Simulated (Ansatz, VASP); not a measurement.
## AlTl3: VASP beside Ansatz

```xyz
8
Lattice="7.0522 0.0000 0.0000 -3.5261 6.1074 0.0000 0.0000 0.0000 5.2881" Properties=species:S:1:pos:R:3 pbc="T T T"
Al    0.0000    4.0716    1.3220
Al    3.5261    2.0358    3.9661
Tl    3.5261    3.9979    1.3220
Tl   -1.6992    5.0526    3.9661
Tl    1.8269    1.0548    1.3220
Tl    0.0000    2.1095    3.9661
Tl    5.2253    1.0548    1.3220
Tl    1.6992    5.0526    3.9661
```

Alike in both runs: functional PBE; k mesh 6 × 6 × 8; occupations gaussian, width 0.1 eV; no spin polarisation.

Ansatz relaxed the structure, and its values are those at the end. VASP's run is a single point on that final structure, the one shown.

```csv
,VASP,Ansatz
version,VASP 6.6.1,Ansatz 0.2.0
potentials or method,"VASP PAW PBE potentials, release 64 (Al, Tl_d), cutoff 520 eV","scalar-relativistic, plane waves, PAW"
valence electrons in the cell,84,84
```

```csv
,VASP,Ansatz,Ansatz less VASP
gap on the k mesh at the Fermi level (eV),none,none,-
pressure (GPa),0.0,0.0,+0.05
```

A gap of «none» marks a metal or a gap that the smearing closes.

Spin-orbit coupling is off throughout.
